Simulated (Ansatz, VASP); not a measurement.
## One calculation of SbS, two programs

```
CELL_PARAMETERS angstrom
2.06031 -6.38464 0.00000
2.06031 6.38464 0.00000
0.00000 0.00000 3.62830
ATOMIC_POSITIONS crystal
Sb 0.38624 0.61376 0.25000
Sb 0.61376 0.38624 0.75000
S 0.15065 0.84935 0.25000
S 0.84935 0.15065 0.75000
```

Alike in both runs: functional PBE; k mesh 4 × 4 × 6; occupations gaussian, width 0.1 eV; no spin polarisation.

Ansatz relaxed the structure, and its values are those at the end. VASP's run is a single point on that final structure, the one shown.

|  | VASP | Ansatz |
| --- | --- | --- |
| version | VASP 6.6.1 | Ansatz 0.2.0 |
| potentials or method | VASP PAW PBE potentials, release 64 (Sb, S), cutoff 520 eV | scalar-relativistic, plane waves, PAW |
| valence electrons in the cell | 22 | 42 |

Ansatz gave:

- gap on the k mesh at the Fermi level (eV): none
- pressure (GPa): -0.1
- rms of the force components (eV/Å): 0.011

Estimate VASP's values.

gap on the k mesh at the Fermi level (eV): none; pressure (GPa): -0.3; rms of the force components (eV/Å): 0.010.

A gap of «none» marks a metal or a gap that the smearing closes. VASP's potentials hold 22 valence electrons a cell and Ansatz's 42, so a difference there can come from the potentials and not from the codes.

The k mesh is coarse, so the values compare programs but aren't converged. Spin-orbit coupling is off throughout.
